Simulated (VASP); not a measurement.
Here is a VASP 6.6.1 calculation.

Contents of INCAR:

```
PREC = Accurate
ENCUT = 520
EDIFF = 1E-7
ISMEAR = 0
SIGMA = 0.15
LREAL = F
LASPH = T
NELM = 100
ALGO = Normal
ISIF = 2
LWAVE = F
LCHARG = F
GGA = PS
NBANDS = 8
```

The input KPOINTS:

```
Automatic mesh
0
Gamma
  22 22 22
```

File POSCAR:

```
Al
1.0
    0.0000000000      1.8544925768      2.4108403498
    1.8544925768      0.0000000000      2.4108403498
    1.8544925768      1.8544925768      0.0000000000
Al
1
Direct
    0.0000000000      0.0000000000      0.0000000000
```

Potentials or basis: VASP PAW PBE potentials, release 64 (Al).

Run with:

```console
$ cat potpaw_PBE.64/Al/POTCAR > POTCAR
$ mpirun -np 1 vasp_std > vasp.out
```

(1) What does it give for the pressure?

Results:

(1) 3.6 GPa.

Caveat: the PAW data sets were made with another functional, which shifts forces and pressure a little.
